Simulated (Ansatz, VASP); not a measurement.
**Two plane-wave programs on Cd2TeO**

Contents of INCAR:

```
SYSTEM = Cd2TeO
PREC = Accurate ; ENCUT = 520
EDIFF = 1E-6 ; ISMEAR = -1
SIGMA = 0.02 ; LREAL = .False.
LASPH = .True. ; NELM = 100
ALGO = Normal ; ISIF = 2
LWAVE = .False. ; LCHARG = .False.
GGA = PE ; NBANDS = 26
```

File KPOINTS:

```
Automatic mesh
0
Gamma
  6 6 4
  0 0 0
```

POSCAR

```
Cd2TeO
1.0
    4.1631380621      0.0000000000      0.0000000000
    0.0000000000      4.1631380621      0.0000000000
    0.0000000000      0.0000000000      5.5708265933
O Cd Te
1 2 1
Direct
    0.0000000000      0.0000000000      0.0000000000
    0.0000000000      0.5000000000      0.8307984124
    0.5000000000      0.0000000000      0.1692015876
    0.5000000000      0.5000000000      0.5000000000
```

Input for Ansatz:

```yaml
crystal:
  lattice:
    - [4.1631380621, 0.0, 0.0]
    - [0.0, 4.1631380621, 0.0]
    - [0.0, 0.0, 5.5708265933]
  atoms:
    - { symbol: O, position: [0.0, 0.0, 0.0] }
    - { symbol: Cd, position: [0.0, 0.5, 0.8307984124] }
    - { symbol: Te, position: [0.5, 0.5, 0.5] }
    - { symbol: Cd, position: [0.5, 0.0, 0.1692015876] }
kpoints:
  mp_grid: { grid: [6, 6, 4] }
hamiltonian:
  xc: pbe
scf:
  occupations: { method: fermi_dirac, width: 0.02 }
  n_extra_bands: 5
output:
  forces: true
  stress: true
  eigenvalues: true
```

Alike in both runs: task single point; functional PBE; k mesh 6 × 6 × 4; occupations fermi-dirac, width 0.02 eV; no spin polarisation.

|  | VASP | Ansatz |
| --- | --- | --- |
| version | VASP 6.6.1 | Ansatz 0.2.0 |
| potentials or method | VASP PAW PBE potentials, release 64 (O, Cd, Te) | plane waves, PAW |
| plane-wave cutoff (eV) | 520 | 420 |
| valence electrons in the cell | 36 | 62 |

```csv
,VASP,Ansatz,Ansatz less VASP
pressure (GPa),2.2,1.8,-0.41
rms of the force components (eV/Å),0.007,0.020,+0.0133
```

VASP's potentials hold 36 valence electrons a cell and Ansatz's 62, so a difference there can come from the potentials and not from the codes.

Spin-orbit coupling is off throughout.
